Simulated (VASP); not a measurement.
# ScHO2 (R-3m) in VASP: single point with LDA

Aim: the single point of ScHO2 with LDA.

Everything below comes from runs of VASP 6.6.1. Logs are shortened: lines on timing, memory, paths and dates and some standing lists are left out, and cuts for length are marked.

## (1) The cell of the first run

It takes space group R-3m (No. 166, trigonal). The conventional cell has a = 3.233 Å, b = 3.233 Å, c = 13.593 Å, α = 90.00°, β = 90.00°, γ = 120.00°. Sc (site symmetry -3m) has 6 O at 2.14 Å within 2.8 Å. H (site symmetry -3m) has 2 O at 1.22 Å within 1.6 Å. Within 1.6 Å of O (site symmetry 3m) lie 1 H at 1.22 Å.

## (2) Single point, LDA

File INCAR:

```
PREC     = Accurate       # precision mode
ENCUT    = 910            # plane-wave cutoff, eV
EDIFF    = 1E-6           # SCF threshold, eV
ISMEAR   = 0              # smearing method
SIGMA    = 0.05           # smearing width, eV
LREAL    = False          # projectors in reciprocal space
LASPH    = True           # aspherical terms in the spheres
NELM     = 120            # most SCF steps
ALGO     = Normal         # electronic algorithm
ISIF     = 2              # what is computed and relaxed
LWAVE    = False          # write WAVECAR
LCHARG   = False          # write CHGCAR
GGA      = CA             # functional
NBANDS   = 20             # bands
GGA_COMPAT= False
```

File KPOINTS:

```
regular mesh
0
Gamma
  9 9 9
```

File POSCAR:

```
ScHO2
1.0
    1.6165890435      0.9333381194      4.5309241552
   -1.6165890435      0.9333381194      4.5309241552
    0.0000000000     -1.8666762389      4.5309241552
Sc H O
1 1 2
Direct
    0.0000000000      0.0000000000      0.0000000000
    0.5000000000      0.5000000000      0.5000000000
    0.5897010000      0.5897010000      0.5897010000
    0.4102990000      0.4102990000      0.4102990000
```

Potentials or basis: VASP PAW LDA potentials, release 64 (Sc_sv, H_h, O_h).

On the command line:

```console
> cat potpaw_LDA.64/Sc_sv/POTCAR potpaw_LDA.64/H_h/POTCAR potpaw_LDA.64/O_h/POTCAR > POTCAR
> mpirun -np 1 vasp_std > vasp.out
```

OUTCAR:

```text
PREC = Accurate
   ENCUT = 910
   EDIFF = 1E-6
   ISMEAR = 0
   LREAL = False
   LASPH = True
   NELM = 120
   ISIF = 2
   GGA = CA

 ion  position               nearest neighbor table
   1  0.000  0.000  0.000-   3 2.14   4 2.14   3 2.14   3 2.14   4 2.14   4 2.14
   2  0.500  0.500  0.500-
   3  0.590  0.590  0.590-   1 2.14   1 2.14   1 2.14
   4  0.410  0.410  0.410-   1 2.14   1 2.14   1 2.14

  LATTYP: Found a trigonal (rhomboedric) cell.
 ALAT       =     4.9003830341
 COS(alpha) =     0.7823447222

  Lattice vectors:

 A1 = (   1.6165890435,   0.9333381194,   4.5309241552)
 A2 = (  -1.6165890435,   0.9333381194,   4.5309241552)
 A3 = (   0.0000000000,  -1.8666762389,   4.5309241552)

Analysis of symmetry for initial positions (statically):
=====================================================================
 Subroutine PRICEL returns:
 Original cell was already a primitive cell.

 Routine SETGRP: Setting up the symmetry group for a
 trigonal (rhombohedral) supercell.

 Subroutine GETGRP returns: Found 12 space group operations
 (whereof 12 operations were pure point group operations)
 out of a pool of 12 trial point group operations.

The static configuration has the point symmetry D_3d.

Analysis of symmetry for dynamics (positions and initial velocities):
=====================================================================
 Subroutine PRICEL returns:
 Original cell was already a primitive cell.

 Routine SETGRP: Setting up the symmetry group for a
 trigonal (rhombohedral) supercell.

 Subroutine GETGRP returns: Found 12 space group operations
 (whereof 12 operations were pure point group operations)
 out of a pool of 12 trial point group operations.

The dynamic configuration has the point symmetry D_3d.

 Subroutine INISYM returns: Found 12 space group operations
 (whereof 12 operations are pure point group operations),
 and found     1 'primitive' translations

----------------------------------------------------------------------------------------

                                     Primitive cell

  volume of cell :      41.0182

  direct lattice vectors                    reciprocal lattice vectors
     1.616589044  0.933338119  4.530924155     0.309293201  0.178570513  0.073568509
    -1.616589044  0.933338119  4.530924155    -0.309293201  0.178570513  0.073568509
     0.000000000 -1.866676239  4.530924155     0.000000000 -0.357141026  0.073568509

  length of vectors
     4.900383034  4.900383034  4.900383034     0.364639600  0.364639600  0.364639600

  position of ions in fractional coordinates (direct lattice)
     0.000000000  0.000000000  0.000000000
     0.500000000  0.500000000  0.500000000
     0.589701000  0.589701000  0.589701000
     0.410299000  0.410299000  0.410299000

  ion indices of the primitive-cell ions
   primitive index   ion index
                 1           1
                 2           2
                 3           3
                 4           4

----------------------------------------------------------------------------------------

 KPOINTS: regular mesh

Automatic generation of k-mesh.
 Grid dimensions read from file:
 generate k-points for:    9    9    9

 Generating k-lattice:

  Cartesian coordinates                     Fractional coordinates (reciprocal lattice)
     0.034365911  0.019841168  0.008174279     0.111111111 -0.000000000 -0.000000000
    -0.034365911  0.019841168  0.008174279    -0.000000000  0.111111111 -0.000000000
     0.000000000 -0.039682336  0.008174279     0.000000000  0.000000000  0.111111111

  Length of vectors
     0.040515511  0.040515511  0.040515511

  Shift w.r.t. Gamma in fractional coordinates (k-lattice)
     0.000000000  0.000000000  0.000000000

 Subroutine IBZKPT returns following result:
 ===========================================

 Found     85 irreducible k-points:

 Following reciprocal coordinates:
            Coordinates               Weight
  0.000000  0.000000  0.000000      1.000000
  0.111111  0.000000 -0.000000      6.000000
  0.222222  0.000000 -0.000000      6.000000
  0.333333  0.000000  0.000000      6.000000
  0.444444  0.000000 -0.000000      6.000000
  0.111111  0.111111 -0.000000      6.000000
[... 16 lines left out ...]
 -0.333333  0.333333  0.000000      6.000000
  0.444444  0.444444 -0.000000      6.000000
 [... further k-points ...]
   k-points           NKPTS =     85   k-points in BZ     NKDIM =     85   number of bands    NBANDS=     20
   number of dos      NEDOS =    301   number of ions     NIONS =      4
   total plane-waves  NPLWV = 110592
   dimension x,y,z NGX =    48 NGY =   48 NGZ =   48
   dimension x,y,z NGXF=    96 NGYF=   96 NGZF=   96
   ions per type =               1   1   2
   NGX,Y,Z   is equivalent  to a cutoff of  16.28, 16.28, 16.28 a.u.
   NGXF,Y,Z  is equivalent  to a cutoff of  32.57, 32.57, 32.57 a.u.
 SYSTEM =  unknown system
   PREC   = accura    normal or accurate (medium, high low for compatibility)
   ISTART =      0    job   : 0-new  1-cont  2-samecut
   ICHARG =      2    charge: 1-file 2-atom 10-const
   ISPIN  =      1    spin polarized calculation?
   LNONCOLLINEAR =      F non collinear calculations
   LSORBIT =      F    spin-orbit coupling
   LASPH  =      T    aspherical Exc in radial PAW
   ENCUT  =  910.0 eV  66.88 Ry    8.18 a.u.  12.05 12.05 12.05*2*pi/ulx,y,z
   NELM   =    120;   NELMIN=  2; NELMDL= -5     # of ELM steps
   EDIFF  = 0.1E-05   stopping-criterion for ELM
   LREAL  =      F    real-space projection
   EDIFFG = 0.1E-04   stopping-criterion for IOM
   NSW    =      0    number of steps for IOM
   IBRION =     -1    ionic relax: 0-MD 1-quasi-New 2-CG
   NFREE  =      0    steps in history (QN), initial steepest desc. (CG)
   ISIF   =      2    stress and relaxation
   ISYM   =      2    0-nonsym 1-usesym 2-fastsym
   POTIM  = 0.5000    time-step for ionic-motion
   TEBEG  =    0.0;   TEEND  =   0.0 temperature during run
   PSTRESS=    0.0 pullay stress
   NELECT =      24.0000    total number of electrons
   NUPDOWN=      -1.0000    fix difference up-down
   EMIN   =  10.00;   EMAX   =-10.00  energy-range for DOS
   EFERMI =   0.00;   METHOD = LEGACY
   ISMEAR =     0;   SIGMA  =   0.05  broadening in eV -4-tet -1-fermi 0-gaus
   EFERMI_NEDOS =   21; number of points for ismear=-14 and -15
   IALGO  =     38    algorithm
   IMIX   =      4    mixing-type and parameters
     AMIX     =   0.40;   BMIX     =  1.00
     AMIX_MAG =   1.60;   BMIX_MAG =  1.00
  volume/ion in A,a.u.               =      10.25        69.20
  Fermi-wavevector in a.u.,A,eV,Ry     =   1.369261  2.587529 25.509246  1.874877
  Thomas-Fermi vector in A             =   2.495152
   LORBIT       =      0    0 simple, 1 ext, 2 COOP (PROOUT), +10 PAW based schemes
   GGA     = CA    functional components
   LHFCALC =     F    Hartree Fock is set to
   AEXX    =    0.0000 exact exchange contribution
   IVDW    =     0    specifies the selected vdW correction
   LEPSILON=     F    determine dielectric tensor
   LRPA    =     F    only Hartree local field effects (RPA)
 non-spin polarized calculation
 Gauss-broadening in eV      SIGMA  =   0.05
  energy-cutoff  :      910.00
  volume of cell :       41.02
 maximum number of plane-waves:      2576
   NGX = 25   NGY = 25   NGZ = 25

 number of electron      24.0000001 magnetization

 Free energy of the ion-electron system (eV)
  ---------------------------------------------------
  ext. energy  EPLUGINS =         0.00000000
  ---------------------------------------------------
  free energy    TOTEN  =       -32.34066803 eV

  energy without entropy =      -32.34066803  energy(sigma->0) =      -32.34066803

 E-fermi :   1.6975     XC(G=0): -10.7298

 val. band max:        1.4506664246   @ k =  -0.1111   0.1111   0.0000
 cond. band min:       5.3132397179   @ k =   0.4444   0.4444  -0.0000
 fundamental gap:      3.8625732933
 Fermi energy:         1.6974868468

 k-point     1 :       0.0000    0.0000    0.0000
  band No.  band energies     occupation
      1     -45.3079      2.00000
      2     -24.4195      2.00000
      3     -24.0797      2.00000
      4     -24.0797      2.00000
      5     -15.8551      2.00000
      6     -13.5781      2.00000
[... 12 lines left out ...]
     19      12.0504      0.00000
     20      16.1437      0.00000

 k-point     2 :       0.1111    0.0000   -0.0000
  band No.  band energies     occupation
      1     -45.3008      2.00000
      2     -24.4026      2.00000
      3     -24.1530      2.00000
      4     -24.0918      2.00000
      5     -15.7429      2.00000
      6     -13.6462      2.00000
[... 12 lines left out ...]
     19      12.6354      0.00000
     20      16.1380      0.00000

 k-point     3 :       0.2222    0.0000   -0.0000
  band No.  band energies     occupation
      1     -45.2828      2.00000
      2     -24.3695      2.00000
      3     -24.3217      2.00000
      4     -24.1222      2.00000
      5     -15.4594      2.00000
      6     -13.8195      2.00000
[... 12 lines left out ...]
     19      13.8150      0.00000
     20      15.7631      0.00000

 k-point     4 :       0.3333    0.0000    0.0000
  band No.  band energies     occupation
      1     -45.2623      2.00000
      2     -24.5317      2.00000
      3     -24.3024      2.00000
      4     -24.1565      2.00000
      5     -15.1311      2.00000
      6     -14.0234      2.00000
[... 429 lines left out ...]
 k-point    23 :      -0.3333    0.3333    0.0000
  band No.  band energies     occupation
      1     -45.2393      2.00000
      2     -24.4716      2.00000
      3     -24.4666      2.00000
      4     -24.2505      2.00000
      5     -15.0790      2.00000
      6     -13.8605      2.00000
[... 12 lines left out ...]
     19      13.1113      0.00000
     20      14.3468      0.00000

 k-point    24 :       0.4444    0.4444   -0.0000
  band No.  band energies     occupation
      1     -45.2488      2.00000
      2     -24.6438      2.00000
      3     -24.2709      2.00000
      4     -24.1793      2.00000
      5     -15.3643      2.00000
      6     -13.6251      2.00000
[... 12 lines left out ...]
     19      12.9758      0.00000
     20      13.9618      0.00000

 [... further k-points ...]

------------------------ aborting loop because EDIFF is reached ----------------------------------------

  FORCE on cell =-STRESS in cart. coord.  units (eV):
  Direction    XX          YY          ZZ          XY          YZ          ZX
  --------------------------------------------------------------------------------------
  -------------------------------------------------------------------------------------
  Total       -2.3602168     -2.3602168     -2.1617573      0.0000000      0.0000000      0.0000000
  in kB      -92.1904228    -92.1904228    -84.4385623      0.0000000      0.0000000      0.0000000
  external PRESSURE =     -89.6064693 kB  Pullay stress =       0.0000000 kB

 VOLUME and BASIS-vectors are now :
 -----------------------------------------------------------------------------
  energy-cutoff  :      910.00
  volume of cell :       41.02
      direct lattice vectors                 reciprocal lattice vectors
     1.616589044  0.933338119  4.530924155     0.309293201  0.178570513  0.073568509
    -1.616589044  0.933338119  4.530924155    -0.309293201  0.178570513  0.073568509
     0.000000000 -1.866676239  4.530924155     0.000000000 -0.357141026  0.073568509

 POSITION                                       TOTAL-FORCE (eV/Angst)
 -----------------------------------------------------------------------------------
      0.00000      0.00000      0.00000         0.000000      0.000000      0.000000
      0.00000     -0.00000      6.79639        -0.000000      0.000000      0.000000
      0.00000     -0.00000      8.01567         0.000000     -0.000000      0.371769
      0.00000     -0.00000      5.57710         0.000000      0.000000     -0.371769
 -----------------------------------------------------------------------------------
    total drift:                               -0.000000      0.000000      0.000000

  FREE ENERGIE OF THE ION-ELECTRON SYSTEM (eV)
  ---------------------------------------------------
  free  energy   TOTEN  =       -32.3406680314 eV

  energy  without entropy=      -32.3406680314  energy(sigma->0) =      -32.34066803
```

It took 2.5 min on 1 thread of AMD EPYC 9R45 (Zen 5), shared host; peak memory 0.33 GiB.

What came out:

```
Free energy            : -32.3407 eV
Pressure               : -9.0 GPa
Largest force          : 0.372 eV/Å
Band gap on the k mesh : 3.86 eV (least direct gap 4.28 eV)
```

Forces on the atoms (eV/Å):
```
Sc   0.000  0.000  0.000
H    0.000  0.000  0.000
O    0.000  0.000  0.372
O    0.000  0.000 -0.372
```

Stress tensor (GPa, compression positive):
```
-9.22  0.00  0.00
 0.00 -9.22  0.00
 0.00  0.00 -8.44
```

Caveat: the cutoff is under 1.25 times the usual one of these potentials, so pressure, stress and relaxed cells hold a basis-set (Pulay) error; the cell stands under tension; an odd mesh through Γ misses points on the zone boundary, where band edges can lie.
